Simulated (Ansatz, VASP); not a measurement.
Two plane-wave programs on Mg5Te3

```
Mg Te
1.0
     3.91431    0.00000    0.00000
     0.00000    3.91431    0.00000
     0.00000    0.00000   13.02447
Mg Te
5 3
Direct
  0.00000 0.00000 0.24497
  0.00000 0.00000 0.75503
  0.00000 0.00000 0.00000
  0.50000 0.50000 0.37898
  0.50000 0.50000 0.62102
  0.50000 0.50000 0.14158
  0.50000 0.50000 0.85842
  0.00000 0.00000 0.50000
```

Change from the starting cell: species swapped into the Ti3Pd5 type (P4/mmm, No. 123).

Alike in both runs: functional PBE; k mesh 8 × 8 × 4; occupations gaussian, width 0.1 eV; no spin polarisation.

Ansatz relaxed the structure, and its values are those at the end. VASP's run is a single point on that final structure, the one shown.

|  | VASP | Ansatz |
| --- | --- | --- |
| version | VASP 6.6.1 | Ansatz 0.2.0 |
| potentials or method | VASP PAW PBE potentials, release 64 (Mg, Te), cutoff 520 eV | scalar-relativistic, plane waves, PAW |
| valence electrons in the cell | 28 | 98 |

```csv
,VASP,Ansatz,Ansatz less VASP
gap on the k mesh at the Fermi level (eV),none,none,-
pressure (GPa),-0.1,0.0,+0.08
```

A gap of «none» marks a metal or a gap that the smearing closes. With one functional, cell and mesh, what is left measures potentials, basis and numerics. VASP's potentials hold 28 valence electrons a cell and Ansatz's 98, so a difference there can come from the potentials and not from the codes.

Neither program's run includes spin-orbit coupling.
